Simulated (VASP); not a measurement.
# Tl (P6_3/mmc) in VASP: a series of runs

Tl is run at these levels: PBEsol; tasks: single point.

Everything below comes from runs of VASP 6.6.1. Logs are shortened: lines on timing, memory, paths and dates and some standing lists are left out, and cuts for length are marked.

### 1 The cell of the first run

The structure is hexagonal, space group P6_3/mmc (No. 194). The conventional cell has a = 3.318 Å, b = 3.318 Å, c = 5.525 Å, α = 90.00°, β = 90.00°, γ = 120.00°. Tl (site symmetry -6m2) has 12 Tl at 3.32 to 3.36 Å within 4.4 Å.

### 2 Single point, PBEsol (strain -0.040 along x and y, +0.000 along z)

INCAR reads:

```
ALGO = Fast
EDIFF = 1E-6
ENCUT = 520
GGA = PS
ISIF = 2
ISMEAR = 0
LASPH = True
LCHARG = False
LREAL = False
LWAVE = False
NBANDS = 20
NELM = 80
PREC = Accurate
SIGMA = 0.15
```

KPOINTS reads:

```
k-points
0
Gamma
  18 18 10
```

POSCAR reads:

```
Tl
1.0
    3.3177584223      0.0000000000      0.0000000000
   -1.6588792112      2.8732630773      0.0000000000
    0.0000000000      0.0000000000      5.5250000000
Tl
2
Direct
    0.3333333333      0.6666666667      0.2500000000
    0.6666666667      0.3333333333      0.7500000000
```

Potentials or basis: VASP PAW PBE potentials, release 64 (Tl_d).

The run is started by

```
cat potpaw_PBE.64/Tl_d/POTCAR > POTCAR
mpirun -np 1 vasp_std > vasp.out
```

OUTCAR:

```text
EDIFF = 1E-6
   ENCUT = 520
   GGA = PS
   ISIF = 2
   ISMEAR = 0
   LASPH = True
   LREAL = False
   NELM = 80
   PREC = Accurate

 ion  position               nearest neighbor table
   1  0.333  0.667  0.250-   2 3.36   2 3.36   2 3.36   2 3.36   2 3.36   2 3.36
   2  0.667  0.333  0.750-   1 3.36   1 3.36   1 3.36   1 3.36   1 3.36   1 3.36

  LATTYP: Found a hexagonal cell.
 ALAT       =     3.3177584223
 C/A-ratio  =     1.6652809809

  Lattice vectors:

 A1 = (   3.3177584223,   0.0000000000,   0.0000000000)
 A2 = (  -1.6588792112,   2.8732630773,   0.0000000000)
 A3 = (   0.0000000000,   0.0000000000,   5.5250000000)

Analysis of symmetry for initial positions (statically):
=====================================================================
 Subroutine PRICEL returns:
 Original cell was already a primitive cell.

 Routine SETGRP: Setting up the symmetry group for a
 hexagonal supercell.

 Subroutine GETGRP returns: Found 24 space group operations
 (whereof 12 operations were pure point group operations)
 out of a pool of 24 trial point group operations.

The static configuration has the point symmetry D_3d.
 The point group associated with its full space group is D_6h.

Analysis of symmetry for dynamics (positions and initial velocities):
=====================================================================
 Subroutine PRICEL returns:
 Original cell was already a primitive cell.

 Routine SETGRP: Setting up the symmetry group for a
 hexagonal supercell.

 Subroutine GETGRP returns: Found 24 space group operations
 (whereof 12 operations were pure point group operations)
 out of a pool of 24 trial point group operations.

The dynamic configuration has the point symmetry D_3d.
 The point group associated with its full space group is D_6h.

 Subroutine INISYM returns: Found 24 space group operations
 (whereof 12 operations are pure point group operations),
 and found     1 'primitive' translations

----------------------------------------------------------------------------------------

                                     Primitive cell

  volume of cell :      52.6687

  direct lattice vectors                    reciprocal lattice vectors
     3.317758422  0.000000000  0.000000000     0.301408322  0.174018176  0.000000000
    -1.658879211  2.873263077  0.000000000     0.000000000  0.348036352  0.000000000
     0.000000000  0.000000000  5.525000000     0.000000000  0.000000000  0.180995475

  length of vectors
     3.317758422  3.317758422  5.525000000     0.348036352  0.348036352  0.180995475

  position of ions in fractional coordinates (direct lattice)
     0.333333333  0.666666667  0.250000000
     0.666666667  0.333333333  0.750000000

  ion indices of the primitive-cell ions
   primitive index   ion index
                 1           1
                 2           2

----------------------------------------------------------------------------------------

 KPOINTS: k-points

Automatic generation of k-mesh.
 Grid dimensions read from file:
 generate k-points for:   18   18   10

 Generating k-lattice:

  Cartesian coordinates                     Fractional coordinates (reciprocal lattice)
     0.016744907  0.009667676  0.000000000     0.055555556 -0.000000000  0.000000000
     0.000000000  0.019335353  0.000000000     0.000000000  0.055555556  0.000000000
     0.000000000  0.000000000  0.018099548     0.000000000  0.000000000  0.100000000

  Length of vectors
     0.019335353  0.019335353  0.018099548

  Shift w.r.t. Gamma in fractional coordinates (k-lattice)
     0.000000000  0.000000000  0.000000000

 Subroutine IBZKPT returns following result:
 ===========================================

 Found    222 irreducible k-points:

 Following reciprocal coordinates:
            Coordinates               Weight
  0.000000  0.000000  0.000000      1.000000
  0.055556 -0.000000  0.000000      6.000000
  0.111111 -0.000000  0.000000      6.000000
  0.166667 -0.000000  0.000000      6.000000
  0.222222  0.000000  0.000000      6.000000
  0.277778  0.000000  0.000000      6.000000
[... 16 lines left out ...]
  0.333333  0.111111  0.000000     12.000000
  0.388889  0.111111  0.000000     12.000000
 [... further k-points ...]
   k-points           NKPTS =    222   k-points in BZ     NKDIM =    222   number of bands    NBANDS=     20
   number of dos      NEDOS =    301   number of ions     NIONS =      2
   total plane-waves  NPLWV =  32928
   dimension x,y,z NGX =    28 NGY =   28 NGZ =   42
   dimension x,y,z NGXF=    56 NGYF=   56 NGZF=   84
   ions per type =               2
   NGX,Y,Z   is equivalent  to a cutoff of  14.03, 14.03, 12.64 a.u.
   NGXF,Y,Z  is equivalent  to a cutoff of  28.06, 28.06, 25.28 a.u.
 SYSTEM =  unknown system
   PREC   = accura    normal or accurate (medium, high low for compatibility)
   ISTART =      0    job   : 0-new  1-cont  2-samecut
   ICHARG =      2    charge: 1-file 2-atom 10-const
   ISPIN  =      1    spin polarized calculation?
   LNONCOLLINEAR =      F non collinear calculations
   LSORBIT =      F    spin-orbit coupling
   LASPH  =      T    aspherical Exc in radial PAW
   ENCUT  =  520.0 eV  38.22 Ry    6.18 a.u.   6.17  6.17 10.27*2*pi/ulx,y,z
   NELM   =     80;   NELMIN=  2; NELMDL= -5     # of ELM steps
   EDIFF  = 0.1E-05   stopping-criterion for ELM
   LREAL  =      F    real-space projection
   EDIFFG = 0.1E-04   stopping-criterion for IOM
   NSW    =      0    number of steps for IOM
   IBRION =     -1    ionic relax: 0-MD 1-quasi-New 2-CG
   NFREE  =      0    steps in history (QN), initial steepest desc. (CG)
   ISIF   =      2    stress and relaxation
   ISYM   =      2    0-nonsym 1-usesym 2-fastsym
   POTIM  = 0.5000    time-step for ionic-motion
   TEBEG  =    0.0;   TEEND  =   0.0 temperature during run
   PSTRESS=    0.0 pullay stress
   NELECT =      26.0000    total number of electrons
   NUPDOWN=      -1.0000    fix difference up-down
   EMIN   =  10.00;   EMAX   =-10.00  energy-range for DOS
   EFERMI =   0.00;   METHOD = LEGACY
   ISMEAR =     0;   SIGMA  =   0.15  broadening in eV -4-tet -1-fermi 0-gaus
   EFERMI_NEDOS =   21; number of points for ismear=-14 and -15
   IALGO  =     68    algorithm
   IMIX   =      4    mixing-type and parameters
     AMIX     =   0.40;   BMIX     =  1.00
     AMIX_MAG =   1.60;   BMIX_MAG =  1.00
  volume/ion in A,a.u.               =      26.33       177.71
  Fermi-wavevector in a.u.,A,eV,Ry     =   1.293844  2.445010 22.776580  1.674031
  Thomas-Fermi vector in A             =   2.425464
   LORBIT       =      0    0 simple, 1 ext, 2 COOP (PROOUT), +10 PAW based schemes
   GGA     = PS    functional components
   LHFCALC =     F    Hartree Fock is set to
   AEXX    =    0.0000 exact exchange contribution
   IVDW    =     0    specifies the selected vdW correction
   LEPSILON=     F    determine dielectric tensor
   LRPA    =     F    only Hartree local field effects (RPA)
 non-spin polarized calculation
 RMM-DIIS sequential band-by-band and
 Gauss-broadening in eV      SIGMA  =   0.15
  energy-cutoff  :      520.00
  volume of cell :       52.67
 maximum number of plane-waves:      1436
 NGX is ok and might be reduce to    28
   NGX = 13   NGY = 13   NGZ = 21

 number of electron      25.9999999 magnetization

 Free energy of the ion-electron system (eV)
  ---------------------------------------------------
  ext. energy  EPLUGINS =         0.00000000
  ---------------------------------------------------
  free energy    TOTEN  =        -5.21168074 eV

  energy without entropy =       -5.20213530  energy(sigma->0) =       -5.20690802

 E-fermi :   7.3175     XC(G=0): -10.7858

 val. band max:        7.3046232638   @ k =   0.3333   0.1111   0.4000
 cond. band min:       7.3375043471   @ k =   0.2222   0.1667   0.2000
 fundamental gap:      0.0328810833
 Fermi energy:         7.3175098577

 k-point     1 :       0.0000    0.0000    0.0000
  band No.  band energies     occupation
      1      -4.6893      2.00000
      2      -4.4091      2.00000
      3      -4.3380      2.00000
      4      -4.3380      2.00000
      5      -4.2792      2.00000
      6      -4.2792      2.00000
[... 12 lines left out ...]
     19      18.5130      0.00000
     20      18.8862      0.00000

 k-point     2 :       0.0556   -0.0000    0.0000
  band No.  band energies     occupation
      1      -4.6719      2.00000
      2      -4.4122      2.00000
      3      -4.3304      2.00000
      4      -4.3201      2.00000
      5      -4.2824      2.00000
      6      -4.2624      2.00000
[... 12 lines left out ...]
     19      18.9462      0.00000
     20      19.2330      0.00000

 k-point     3 :       0.1111   -0.0000    0.0000
  band No.  band energies     occupation
      1      -4.6302      2.00000
      2      -4.4233      2.00000
      3      -4.3147      2.00000
      4      -4.2795      2.00000
      5      -4.2684      2.00000
      6      -4.2137      2.00000
[... 12 lines left out ...]
     19      18.9867      0.00000
     20      19.6446      0.00000

 k-point     4 :       0.1667   -0.0000    0.0000
  band No.  band energies     occupation
      1      -4.6039      2.00000
      2      -4.4159      2.00000
      3      -4.3352      2.00000
      4      -4.2264      2.00000
      5      -4.2242      2.00000
      6      -4.1880      2.00000
[... 12 lines left out ...]
     19      18.7447      0.00000
     20      19.0482      0.00000

 k-point     5 :       0.2222    0.0000    0.0000
  band No.  band energies     occupation
      1      -4.6282      2.00000
      2      -4.4070      2.00000
      3      -4.3271      2.00000
      4      -4.3006      2.00000
      5      -4.2178      2.00000
      6      -4.1474      2.00000
[... 12 lines left out ...]
     19      18.1550      0.00000
     20      19.0074      0.00000

 k-point     6 :       0.2778    0.0000    0.0000
  band No.  band energies     occupation
      1      -4.6781      2.00000
      2      -4.4499      2.00000
      3      -4.3877      2.00000
      4      -4.2600      2.00000
      5      -4.2534      2.00000
      6      -4.0531      2.00000
[... 12 lines left out ...]
     19      17.4905      0.00000
     20      18.4797      0.00000

 k-point     7 :       0.3333   -0.0000    0.0000
  band No.  band energies     occupation
      1      -4.7305      2.00000
      2      -4.4979      2.00000
      3      -4.4719      2.00000
      4      -4.2853      2.00000
      5      -4.1967      2.00000
      6      -4.0933      2.00000
[... 12 lines left out ...]
     19      16.8940      0.00000
     20      18.0323      0.00000
[... 277 lines left out ...]
 k-point    20 :       0.1667    0.1111    0.0000
  band No.  band energies     occupation
      1      -4.5568      2.00000
      2      -4.4588      2.00000
      3      -4.3117      2.00000
      4      -4.2882      2.00000
      5      -4.2580      2.00000
      6      -4.1820      2.00000
[... 12 lines left out ...]
     19      17.8110      0.00000
     20      18.6085      0.00000

 k-point    21 :       0.2222    0.1111    0.0000
  band No.  band energies     occupation
      1      -4.6051      2.00000
      2      -4.4366      2.00000
      3      -4.3985      2.00000
      4      -4.2861      2.00000
      5      -4.2670      2.00000
      6      -4.1012      2.00000
[... 12 lines left out ...]
     19      17.2524      0.00000
     20      18.4238      0.00000

 k-point    22 :       0.2778    0.1111    0.0000
  band No.  band energies     occupation
      1      -4.6559      2.00000
      2      -4.4806      2.00000
      3      -4.4496      2.00000
      4      -4.3074      2.00000
      5      -4.2129      2.00000
      6      -4.0894      2.00000
[... 12 lines left out ...]
     19      16.8427      0.00000
     20      18.2252      0.00000

 k-point    23 :       0.3333    0.1111    0.0000
  band No.  band energies     occupation
      1      -4.6978      2.00000
      2      -4.5466      2.00000
      3      -4.4742      2.00000
      4      -4.3209      2.00000
      5      -4.1580      2.00000
      6      -4.1295      2.00000
[... 12 lines left out ...]
     19      16.5542      0.00000
     20      18.0701      0.00000

 k-point    24 :       0.3889    0.1111    0.0000
  band No.  band energies     occupation
      1      -4.7251      2.00000
      2      -4.5891      2.00000
      3      -4.4934      2.00000
      4      -4.3274      2.00000
      5      -4.1569      2.00000
      6      -4.1210      2.00000
[... 12 lines left out ...]
     19      16.3814      0.00000
     20      17.9740      0.00000

 [... further k-points ...]
[... 5 lines left out ...]
  --------------------------------------------------------------------------------------
  -------------------------------------------------------------------------------------
  Total        1.3596990      1.3596990      0.8772127     -0.0000000     -0.0000000      0.0000000
  in kB       41.3619431     41.3619431     26.6847464     -0.0000000     -0.0000000      0.0000000
  external PRESSURE =      36.4695442 kB  Pullay stress =       0.0000000 kB

 VOLUME and BASIS-vectors are now :
 -----------------------------------------------------------------------------
  energy-cutoff  :      520.00
  volume of cell :       52.67
      direct lattice vectors                 reciprocal lattice vectors
     3.317758422  0.000000000  0.000000000     0.301408322  0.174018176  0.000000000
    -1.658879211  2.873263077  0.000000000     0.000000000  0.348036352  0.000000000
     0.000000000  0.000000000  5.525000000     0.000000000  0.000000000  0.180995475

 POSITION                                       TOTAL-FORCE (eV/Angst)
 -----------------------------------------------------------------------------------
     -0.00000      1.91551      1.38125         0.000000      0.000000      0.000000
      1.65888      0.95775      4.14375        -0.000000      0.000000      0.000000
 -----------------------------------------------------------------------------------
    total drift:                               -0.000000      0.000000      0.000000

  FREE ENERGIE OF THE ION-ELECTRON SYSTEM (eV)
  ---------------------------------------------------
  free  energy   TOTEN  =        -5.2116807426 eV

  energy  without entropy=       -5.2021353005  energy(sigma->0) =       -5.20690802
```

Wall time 4.5 min (1 thread of Oxide Virtual Turin-like, shared host); peak memory 0.28 GiB.

Results:

```yaml
Free_energy: -5.2117 eV
Pressure: 3.6 GPa
Band_gap_on_the_k_mesh: zero (band 13 reaches 10.69 eV, above the bottom of band 14 at 4.70 eV)
```

Caveat: the cell differs from its parent crystal (strain -0.040 along x and y, +0.000 along z); the PAW data sets were made with another functional, which shifts forces and pressure a little; spin-orbit coupling is left out, which moves the levels of the heavy elements.

### 3 Single point, PBEsol (strain +0.000 along x and y, -0.040 along z)

INCAR reads:

```
SYSTEM = Tl
PREC     = Accurate       ! precision mode
ENCUT    = 520            ! plane-wave cutoff, eV
EDIFF    = 1E-6           ! SCF threshold, eV
ISMEAR   = 0              ! smearing method
SIGMA    = 0.15           ! smearing width, eV
LREAL    = .False.        ! projectors in reciprocal space
LASPH    = .True.         ! aspherical terms in the spheres
NELM     = 80             ! most SCF steps
ALGO     = Fast           ! electronic algorithm
ISIF     = 2              ! what is computed and relaxed
LWAVE    = .False.        ! write WAVECAR
LCHARG   = .False.        ! write CHGCAR
GGA      = PS             ! functional
NBANDS   = 20             ! bands
```

KPOINTS reads:

```
regular mesh
0
Gamma
  18 18 10
  0 0 0
```

POSCAR reads:

```
Tl
1.0
    3.4559983565      0.0000000000      0.0000000000
   -1.7279991783      2.9929823722      0.0000000000
    0.0000000000      0.0000000000      5.3040000000
Tl
2
Direct
    0.3333333333      0.6666666667      0.2500000000
    0.6666666667      0.3333333333      0.7500000000
```

Potentials or basis: VASP PAW PBE potentials, release 64 (Tl_d).

The run is started by

```
cat potpaw_PBE.64/Tl_d/POTCAR > POTCAR
mpirun -np 1 vasp_std > vasp.out
```

Run time: 3.5 min. Hardware: 1 thread of Oxide Virtual Turin-like, shared host; peak memory 0.28 GiB.

Results (log left out):

```yaml
Free_energy: -5.2481 eV
Pressure: 1.8 GPa
Band_gap_on_the_k_mesh: zero (band 13 reaches 11.00 eV, above the bottom of band 14 at 4.39 eV)
```

Stress tensor (GPa, compression positive):
```
1.33 0.00 0.00
0.00 1.33 0.00
0.00 0.00 2.84
```

Levels at points of the mesh, in eV from the Fermi level:
```tsv
k point	band 11	band 12	band 13	band 14	band 15	band 16
(0.00, 0.00, 0.00)	-10.35	-4.66	-2.87	7.75	7.75	10.04
(0.50, 0.00, 0.00)	-5.99	-4.89	-0.41	0.82	1.39	3.60
(0.00, 0.00, 0.50)	-8.77	-8.77	4.13	4.13	8.84	8.84
(0.50, 0.00, 0.50)	-4.78	-4.78	-2.43	-2.43	5.50	5.50
```

Caveat: the cell differs from its parent crystal (strain +0.000 along x and y, -0.040 along z); the PAW data sets were made with another functional, which shifts forces and pressure a little; spin-orbit coupling is left out, which moves the levels of the heavy elements.
